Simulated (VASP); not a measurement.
Runs of VASP 6.6.1 on BeAl3. The structure is that of space group I4/mmm (No. 139), or close to it. The cells are those of the table. 

```csv
cell,gap on the mesh (eV),pressure (GPa)
"a = 4.668 Å, angles 130.8, 130.8, 72.1°, 4 atoms",none,(b)
"a = 4.794 Å, angles 132.2, 132.2, 69.9°, 4 atoms",none,-1.0
"a = 4.731 Å, angles 131.5, 131.5, 71.0°, 4 atoms",none,0.7
"a = 4.700 Å, angles 131.2, 131.2, 71.5°, 4 atoms",none,(a)
"a = 4.762 Å, angles 131.9, 131.9, 70.4°, 4 atoms",none,-0.2
```

Alike in all rows: task single point; level PBE; potentials or basis VASP PAW PBE potentials, release 64 (Al, Be); no spin polarisation; k mesh 8 × 8 × 8; cutoff (eV) 520; smearing fermi-dirac 0.05 eV.

Q: Estimate the missing entries.

A: (a) 1.7; (b) 2.7.

A gap of «none» marks levels without a gap at the run's occupations.
